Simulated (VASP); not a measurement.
Set up this calculation in VASP 6.6.1, as the native input.

```
Task                   : relaxation of cell and atoms
Functional             : LDA
Potentials or basis    : VASP PAW LDA potentials, release 64 (Au, Ag)
Cutoff                 : 600 eV
k mesh                 : 5 × 5 × 5
Occupations            : fermi-dirac, width 0.1 eV
Spin                   : no spin polarisation
Dipole correction      : no
Further INCAR settings : ALGO = Normal; EDIFF = 1e-06; IBRION = 2; EDIFFG = -0.02; NSW = 80; ISIF = 3
```

The structure of Ag3Au lies in POSCAR:

```
Ag3Au
1.0
    4.0062684534      0.0000000000      0.0000000000
    0.0000000000      4.0062684534      0.0000000000
    0.0000000000      0.0000000000      4.0062684534
Au Ag
1 3
Direct
    0.0000000000      0.0000000000      0.0000000000
    0.0000000000      0.5000000000      0.5000000000
    0.5000000000      0.0000000000      0.5000000000
    0.5000000000      0.5000000000      0.0000000000
```

These files were run (other wordings do the same):

INCAR

```
ALGO     = Normal         # electronic algorithm
EDIFF    = 1E-6           # SCF threshold, eV
EDIFFG   = -0.02          # ionic threshold
ENCUT    = 600            # plane-wave cutoff, eV
IBRION   = 2              # ionic algorithm
ISIF     = 3              # what is computed and relaxed
ISMEAR   = -1             # smearing method
LASPH    = True           # aspherical terms in the spheres
LCHARG   = False          # write CHGCAR
LREAL    = False          # projectors in reciprocal space
LWAVE    = False          # write WAVECAR
NELM     = 100            # most SCF steps
NSW      = 80             # ionic steps
PREC     = Accurate       # precision mode
SIGMA    = 0.1            # smearing width, eV
```

KPOINTS

```
k-points
0
Gamma
  5 5 5
```

Potentials or basis: VASP PAW LDA potentials, release 64 (Au, Ag).

Command:

```console
$ cat potpaw_LDA.64/Au/POTCAR potpaw_LDA.64/Ag/POTCAR > POTCAR
$ mpirun -np 1 vasp_std > vasp.out
```

It gave:

```yaml
Relaxed_volume: 16.24 Å³/atom
Relaxed_cell: a = 4.020 Å, b = 4.020 Å, c = 4.020 Å, α = 90.00°, β = 90.00°, γ = 90.00°
Space_group_after_relaxing_to_0.1_Å: Pm-3m (No. 221)
Energy_gained_by_relaxing: 0.8 meV/atom
Ionic_steps: 3
Pressure_after_relaxing: 0.0 GPa
Band_gap_on_the_k_mesh: zero (bands 22 and 23 overlap by 1.65 eV)
```

Caveat: spin-orbit coupling is left out, which moves the levels of the heavy elements.

It took 34 s on 1 thread of Intel Xeon 8259CL (shared host), peak memory 0.17 GiB.
